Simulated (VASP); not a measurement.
# GaP (F-43m) in VASP: notebook

The runs below take GaP through dielectric tensor, with r2SCAN.

Program: VASP 6.6.1. These are calculated values, not measurements. Logs are shortened: lines on timing, memory, paths and dates and some standing lists are left out, and cuts for length are marked.

### 1 The cell of the first run

It takes space group F-43m (No. 216, cubic). The conventional cell has a = 5.396 Å, b = 5.396 Å, c = 5.396 Å, α = 90.00°, β = 90.00°, γ = 90.00°. Within 3.1 Å of Ga (site symmetry -43m) lie 4 P at 2.34 Å. P (site symmetry -43m) has 4 Ga at 2.34 Å within 3.1 Å.

### 2 Dielectric tensor, r2SCAN (strain -1.0%)

INCAR

```
SYSTEM = GaP
PREC = Accurate
ENCUT = 520
EDIFF = 1E-8
ISMEAR = 0
SIGMA = 0.01
LREAL = .FALSE.
LASPH = .TRUE.
NELM = 60
ALGO = Normal
ISIF = 2
LWAVE = .FALSE.
LCHARG = .FALSE.
METAGGA = R2SCAN
LMIXTAU = .TRUE.
LCALCEPS = .TRUE.
```

KPOINTS

```
Automatic mesh
0
G
  6 6 6
  0 0 0
```

POSCAR

```
GaP
1.0
    0.0000000000      2.6981452945      2.6981452945
    2.6981452945      0.0000000000      2.6981452945
    2.6981452945      2.6981452945      0.0000000000
Ga P
1 1
Direct
    0.0000000000      0.0000000000      0.0000000000
    0.2500000000      0.2500000000      0.2500000000
```

Potentials or basis: VASP PAW PBE potentials, release 64 (Ga_d, P).

Started as:

```
$ cat potpaw_PBE.64/Ga_d/POTCAR potpaw_PBE.64/P/POTCAR > POTCAR
$ mpirun -np 1 vasp_std > vasp.out
```

OUTCAR:

```text
SYSTEM = GaP
   PREC = Accurate
   ENCUT = 520
   EDIFF = 1E-8
   ISMEAR = 0
   LREAL = .FALSE.
   LASPH = .TRUE.
   NELM = 60
   ISIF = 2
   METAGGA = R2SCAN

 ion  position               nearest neighbor table
   1  0.000  0.000  0.000-   2 2.34   2 2.34   2 2.34   2 2.34
   2  0.250  0.250  0.250-   1 2.34   1 2.34   1 2.34   1 2.34

  LATTYP: Found a face centered cubic cell.
 ALAT       =     5.3962905890

  Lattice vectors:

 A1 = (   0.0000000000,   2.6981452945,   2.6981452945)
 A2 = (   2.6981452945,   0.0000000000,   2.6981452945)
 A3 = (   2.6981452945,   2.6981452945,   0.0000000000)

Analysis of symmetry for initial positions (statically):
=====================================================================
 Subroutine PRICEL returns:
 Original cell was already a primitive cell.

 Routine SETGRP: Setting up the symmetry group for a
 face centered cubic supercell.

 Subroutine GETGRP returns: Found 24 space group operations
 (whereof 24 operations were pure point group operations)
 out of a pool of 48 trial point group operations.

The static configuration has the point symmetry T_d .

Analysis of symmetry for dynamics (positions and initial velocities):
=====================================================================
 Subroutine PRICEL returns:
 Original cell was already a primitive cell.

 Routine SETGRP: Setting up the symmetry group for a
 face centered cubic supercell.

 Subroutine GETGRP returns: Found 24 space group operations
 (whereof 24 operations were pure point group operations)
 out of a pool of 48 trial point group operations.

The dynamic configuration has the point symmetry T_d .

 Subroutine INISYM returns: Found 24 space group operations
 (whereof 24 operations are pure point group operations),
 and found     1 'primitive' translations

----------------------------------------------------------------------------------------

                                     Primitive cell

  volume of cell :      39.2849

  direct lattice vectors                    reciprocal lattice vectors
     0.000000000  2.698145295  2.698145295    -0.185312482  0.185312482  0.185312482
     2.698145295  0.000000000  2.698145295     0.185312482 -0.185312482  0.185312482
     2.698145295  2.698145295  0.000000000     0.185312482  0.185312482 -0.185312482

  length of vectors
     3.815753669  3.815753669  3.815753669     0.320970633  0.320970633  0.320970633

  position of ions in fractional coordinates (direct lattice)
     0.000000000  0.000000000  0.000000000
     0.250000000  0.250000000  0.250000000

  ion indices of the primitive-cell ions
   primitive index   ion index
                 1           1
                 2           2

----------------------------------------------------------------------------------------

 KPOINTS: Automatic mesh

Automatic generation of k-mesh.
 Grid dimensions read from file:
 generate k-points for:    6    6    6

 Generating k-lattice:

  Cartesian coordinates                     Fractional coordinates (reciprocal lattice)
    -0.030885414  0.030885414  0.030885414     0.166666667  0.000000000  0.000000000
     0.030885414 -0.030885414  0.030885414     0.000000000  0.166666667  0.000000000
     0.030885414  0.030885414 -0.030885414     0.000000000  0.000000000  0.166666667

  Length of vectors
     0.053495106  0.053495106  0.053495106

  Shift w.r.t. Gamma in fractional coordinates (k-lattice)
     0.000000000  0.000000000  0.000000000

 Subroutine IBZKPT returns following result:
 ===========================================

 Found     16 irreducible k-points:

 Following reciprocal coordinates:
            Coordinates               Weight
  0.000000  0.000000  0.000000      1.000000
  0.166667  0.000000  0.000000      8.000000
  0.333333  0.000000  0.000000      8.000000
  0.500000  0.000000  0.000000      4.000000
  0.166667  0.166667  0.000000      6.000000
  0.333333  0.166667  0.000000     24.000000
[... 8 lines left out ...]
 -0.333333  0.333333  0.166667     24.000000
 -0.333333  0.500000  0.166667     12.000000
   k-points           NKPTS =     16   k-points in BZ     NKDIM =     16   number of bands    NBANDS=     13
   number of dos      NEDOS =    301   number of ions     NIONS =      2
   total plane-waves  NPLWV =  21952
   dimension x,y,z NGX =    28 NGY =   28 NGZ =   28
   dimension x,y,z NGXF=    56 NGYF=   56 NGZF=   56
   ions per type =               1   1
   NGX,Y,Z   is equivalent  to a cutoff of  12.20, 12.20, 12.20 a.u.
   NGXF,Y,Z  is equivalent  to a cutoff of  24.40, 24.40, 24.40 a.u.
 SYSTEM =  GaP
   PREC   = accura    normal or accurate (medium, high low for compatibility)
   ISTART =      0    job   : 0-new  1-cont  2-samecut
   ICHARG =      2    charge: 1-file 2-atom 10-const
   ISPIN  =      1    spin polarized calculation?
   LNONCOLLINEAR =      F non collinear calculations
   LSORBIT =      F    spin-orbit coupling
   LASPH  =      T    aspherical Exc in radial PAW
   ENCUT  =  520.0 eV  38.22 Ry    6.18 a.u.   7.09  7.09  7.09*2*pi/ulx,y,z
   NELM   =     60;   NELMIN=  2; NELMDL= -5     # of ELM steps
   EDIFF  = 0.1E-07   stopping-criterion for ELM
   LREAL  =      F    real-space projection
   EDIFFG = 0.1E-06   stopping-criterion for IOM
   NSW    =      0    number of steps for IOM
   IBRION =     -1    ionic relax: 0-MD 1-quasi-New 2-CG
   NFREE  =      0    steps in history (QN), initial steepest desc. (CG)
   ISIF   =      2    stress and relaxation
   ISYM   =      2    0-nonsym 1-usesym 2-fastsym
   POTIM  = 0.5000    time-step for ionic-motion
   TEBEG  =    0.0;   TEEND  =   0.0 temperature during run
   PSTRESS=    0.0 pullay stress
   NELECT =      18.0000    total number of electrons
   NUPDOWN=      -1.0000    fix difference up-down
   EMIN   =  10.00;   EMAX   =-10.00  energy-range for DOS
   EFERMI =   0.00;   METHOD = LEGACY
   ISMEAR =     0;   SIGMA  =   0.01  broadening in eV -4-tet -1-fermi 0-gaus
   EFERMI_NEDOS =   21; number of points for ismear=-14 and -15
   IALGO  =     38    algorithm
   IMIX   =      4    mixing-type and parameters
     AMIX     =   0.40;   BMIX     =  1.00
     AMIX_MAG =   1.60;   BMIX_MAG =  1.00
  volume/ion in A,a.u.               =      19.64       132.55
  Fermi-wavevector in a.u.,A,eV,Ry     =   1.262090  2.385004 21.672329  1.592871
  Thomas-Fermi vector in A             =   2.395516
   LORBIT       =      0    0 simple, 1 ext, 2 COOP (PROOUT), +10 PAW based schemes
   METAGGA = R2SCAN    functional components
   LHFCALC =     F    Hartree Fock is set to
   AEXX    =    0.0000 exact exchange contribution
   IVDW    =     0    specifies the selected vdW correction
   LEPSILON=     F    determine dielectric tensor
   LRPA    =     F    only Hartree local field effects (RPA)
   LRPA       =     F
 non-spin polarized calculation
 Gauss-broadening in eV      SIGMA  =   0.01
  energy-cutoff  :      520.00
  volume of cell :       39.28
 maximum number of plane-waves:      1067
   NGX = 15   NGY = 15   NGZ = 15

 number of electron      18.0000000 magnetization

 Free energy of the ion-electron system (eV)
  ---------------------------------------------------
  ext. energy  EPLUGINS =         0.00000000
  ---------------------------------------------------
  free energy    TOTEN  =       -21.44054808 eV

  energy without entropy =      -21.44054808  energy(sigma->0) =      -21.44054808

 E-fermi :   4.8307     XC(G=0): -10.6942

 val. band max:        4.7813687831   @ k =   0.0000   0.0000   0.0000
 cond. band min:   10000.0000000000   @ k =   0.0000   0.0000   0.0000
 fundamental gap:   9995.2186312169
 Fermi energy:         4.8307461099

 k-point     1 :       0.0000    0.0000    0.0000
  band No.  band energies     occupation
      1     -10.2682      2.00000
      2     -10.2676      2.00000
      3     -10.2669      2.00000
      4     -10.1434      2.00000
      5     -10.1434      2.00000
      6      -8.4785      2.00000
      7       4.7810      2.00000
      8       4.7812      2.00000
      9       4.7814      2.00000
     10   10000.0000      0.00000
     11   10000.0000      0.00000
     12   10000.0000      0.00000
     13   10000.0000      0.00000

 k-point     2 :       0.1667    0.0000    0.0000
  band No.  band energies     occupation
      1     -10.2993      2.00000
      2     -10.2584      2.00000
      3     -10.2576      2.00000
      4     -10.1434      2.00000
      5     -10.1433      2.00000
      6      -8.0872      2.00000
      7       2.3370      2.00000
      8       4.3774      2.00000
      9       4.3776      2.00000
     10   10000.0000      0.00000
     11   10000.0000      0.00000
     12   10000.0000      0.00000
     13   10000.0000      0.00000

 k-point     3 :       0.3333    0.0000    0.0000
  band No.  band energies     occupation
      1     -10.3505      2.00000
      2     -10.2429      2.00000
      3     -10.2424      2.00000
      4     -10.1397      2.00000
      5     -10.1393      2.00000
      6      -7.0521      2.00000
      7      -0.6974      2.00000
      8       3.7950      2.00000
      9       3.7953      2.00000
     10   10000.0000      0.00000
     11   10000.0000      0.00000
     12   10000.0000      0.00000
     13   10000.0000      0.00000
[... 305 lines left out ...]
 k-point    23 :       0.0000    0.1667    0.1667
  band No.  band energies     occupation
      1     -10.3156      2.00000
      2     -10.2490      2.00000
      3     -10.2490      2.00000
      4     -10.1523      2.00000
      5     -10.1370      2.00000
      6      -7.9585      2.00000
      7       2.5407      2.00000
      8       3.6921      2.00000
      9       3.6922      2.00000
     10   10000.0000      0.00000
     11   10000.0000      0.00000
     12   10000.0000      0.00000
     13   10000.0000      0.00000

 k-point    24 :       0.0000    0.3333    0.1667
  band No.  band energies     occupation
      1     -10.3542      2.00000
      2     -10.2353      2.00000
      3     -10.2315      2.00000
      4     -10.1567      2.00000
      5     -10.1320      2.00000
      6      -7.1276      2.00000
      7       0.1597      2.00000
      8       2.8754      2.00000
      9       3.0887      2.00000
     10   10000.0000      0.00000
     11   10000.0000      0.00000
     12   10000.0000      0.00000
     13   10000.0000      0.00000

 [... further k-points ...]

------------------------ aborting loop because EDIFF is reached ----------------------------------------

            Ionic dipole moment: p[ion]=(     6.74536     6.74536     6.74536 ) |e| Angst

 Total electronic dipole moment: p[elc]=(     0.01009     0.01009     0.02720 ) |e| Angst

 MACROSCOPIC STATIC DIELECTRIC TENSOR (including local field effects)
 ------------------------------------------------------
           8.896448     0.000000     0.000000
           0.000000     8.896448     0.000000
          -0.000000    -0.000000     8.896448
 ------------------------------------------------------

 PIEZOELECTRIC TENSOR (including local field effects) (e Angst)
          XX          YY          ZZ          XY          YZ          ZX
  --------------------------------------------------------------------------------
  x     0.00000    -0.00000    -0.00000    -0.00000    -1.90584    -0.00000
  y    -0.00000     0.00000    -0.00000    -0.00000    -0.00000    -1.90584
  z    -0.00000    -0.00000     0.00000    -1.90584    -0.00000    -0.00000

 PIEZOELECTRIC TENSOR (including local field effects) (C/m^2)
          XX          YY          ZZ          XY          YZ          ZX
  --------------------------------------------------------------------------------
  x     0.00000    -0.00000    -0.00000    -0.00000    -0.77727    -0.00000
  y    -0.00000     0.00000    -0.00000    -0.00000    -0.00000    -0.77727
  z    -0.00000    -0.00000     0.00000    -0.77727    -0.00000    -0.00000

 BORN EFFECTIVE CHARGES (including local field effects) (in |e|, cummulative output)
 ---------------------------------------------------------------------------------
 ion    1
    1     2.11906     0.00000     0.00000
    2     0.00000     2.11906     0.00000
    3    -0.00000    -0.00000     2.11906
 ion    2
    1    -2.11906     0.00000     0.00000
    2    -0.00000    -2.11906    -0.00000
    3     0.00000     0.00000    -2.11906

  FORCE on cell =-STRESS in cart. coord.  units (eV):
  Direction    XX          YY          ZZ          XY          YZ          ZX
  --------------------------------------------------------------------------------------
  -------------------------------------------------------------------------------------
  Total        0.6993734      0.6993734      0.6993734      0.0000000      0.0000000      0.0000000
  in kB       28.5229018     28.5229018     28.5229018      0.0000000      0.0000000      0.0000000
  external PRESSURE =      28.5229018 kB  Pullay stress =       0.0000000 kB

 VOLUME and BASIS-vectors are now :
 -----------------------------------------------------------------------------
  energy-cutoff  :      520.00
  volume of cell :       39.28
      direct lattice vectors                 reciprocal lattice vectors
     0.000000000  2.698145295  2.698145295    -0.185312482  0.185312482  0.185312482
     2.698145295  0.000000000  2.698145295     0.185312482 -0.185312482  0.185312482
     2.698145295  2.698145295  0.000000000     0.185312482  0.185312482 -0.185312482

 POSITION                                       TOTAL-FORCE (eV/Angst)
 -----------------------------------------------------------------------------------
      0.00000      0.00000      0.00000        -0.000000     -0.000000     -0.000000
      1.34907      1.34907      1.34907         0.000000      0.000000      0.000000
 -----------------------------------------------------------------------------------
    total drift:                                0.000002      0.000002      0.000002

  FREE ENERGIE OF THE ION-ELECTRON SYSTEM (eV)
  ---------------------------------------------------
  free  energy   TOTEN  =       -21.4405480818 eV

  energy  without entropy=      -21.4405480818  energy(sigma->0) =      -21.44054808
```

Wall time 17 min (1 thread of Intel Xeon Platinum 8488C (Sapphire Rapids), shared host); peak memory 0.28 GiB.

Results:

* Band gap on the k mesh: 1.85 eV (least direct gap 2.61 eV)
* Electronic dielectric tensor (diagonal): 8.90
* Born charges (mean of the diagonal): Ga +2.12; P -2.12 e

Electronic dielectric tensor:
```
8.90 0.00 0.00
0.00 8.90 0.00
0.00 0.00 8.90
```

Born effective charge tensors (e):
atom 1, Ga
```
2.12 0.00 0.00
0.00 2.12 0.00
0.00 0.00 2.12
```
atom 2, P
```
-2.12  0.00  0.00
 0.00 -2.12  0.00
 0.00  0.00 -2.12
```

Dipole moments of the cell (e·Å, modulo the quantum): ionic 6.745, 6.745, 6.745; electronic 0.010, 0.010, 0.027

Caveat: the cell differs from its parent crystal (strain -1.0%); the PAW data sets were made with another functional, which shifts forces and pressure a little. A k mesh can miss the band edges.

[end of part 1 of 2]
